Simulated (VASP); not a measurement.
GaSb, 2 atoms in the cell. The structure is tetragonal, space group I-4m2 (No. 119). Conventional cell: a = 5.507 Å, b = 5.507 Å, c = 3.181 Å, α = 90.00°, β = 90.00°, γ = 90.00°. Sb (site symmetry -4m2) has 8 Ga at 2.87 to 3.64 Å and 2 Sb at 3.18 Å within 3.8 Å. Within 3.8 Å of Ga (site symmetry -4m2) lie 8 Sb at 2.87 to 3.64 Å and 2 Ga at 3.18 Å. 

```yaml
Program: VASP 6.6.1
Task: single point
Functional: PBEsol
Potentials_or_basis: VASP PAW PBE potentials, release 64 (Sb, Ga_d)
Cutoff: 520 eV
k_mesh: 7 × 7 × 7
Occupations: fermi-dirac, width 0.05 eV
Spin: non-collinear spin, zero start, spin-orbit coupling
Starting_moments: "[[0.0, 0.0, 0.0], [0.0, 0.0, 0.0]] μB"
Dipole_correction: no
Further_INCAR_settings: ALGO = Normal; EDIFF = 1e-07; NBANDS = 30
```

Potentials or basis: VASP PAW PBE potentials, release 64 (Sb, Ga_d).

The run is started by

```bash
$ cat potpaw_PBE.64/Sb/POTCAR potpaw_PBE.64/Ga_d/POTCAR > POTCAR
$ mpirun -np 1 vasp_ncl > vasp.out
```

Hardware: 1 thread of Intel(R) Xeon(R) 6975P-C (Granite Rapids), with other jobs on the host.

Q: Estimate the wall time of this run.

A: Run time: 72 s on 1 thread of Intel(R) Xeon(R) 6975P-C (Granite Rapids), on a shared host, peak memory 0.38 GiB. Counts: scf iterations 14, k points 58.
